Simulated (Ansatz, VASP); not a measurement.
## Be7Te in VASP and in Ansatz

```
Be Te
1.0
     5.56650    0.00000    0.00000
    -2.78325    4.82073    0.00000
     0.00000    0.00000    5.29071
Be Te
7 1
Cartesian
  3.8216 1.0074 0.0121
  2.7832 2.8059 0.0121
  1.7449 1.0074 0.0121
  -1.0383 3.8133 0.0121
  0.0000 2.0149 0.0121
  1.0383 3.8133 0.0121
  0.0000 0.0000 4.3958
  0.0000 0.0000 1.8713
```

Alike in both runs: functional PBE; k mesh 4 × 4 × 3; occupations gaussian, width 0.2 eV; no spin polarisation.

Ansatz relaxed the structure, and its values are those at the end. VASP's run is a single point on that final structure, the one shown.

|  | VASP | Ansatz |
| --- | --- | --- |
| version | VASP 6.6.1 | Ansatz 0.2.0 |
| potentials or method | VASP PAW PBE potentials, release 64 (Be, Te), cutoff 600 eV | scalar-relativistic, plane waves, PAW |
| valence electrons in the cell | 20 | 30 |

```csv
,VASP,Ansatz,Ansatz less VASP
gap on the k mesh at the Fermi level (eV),none,none,-
pressure (GPa),0.4,0.4,-0.07
rms of the force components (eV/Å),0.013,0.010,-0.0032
```

A gap of «none» marks a metal or a gap that the smearing closes. VASP's potentials hold 20 valence electrons a cell and Ansatz's 30, so a difference there can come from the potentials and not from the codes.

The k mesh is coarse, so the values compare programs but aren't converged. Spin-orbit coupling is off throughout.
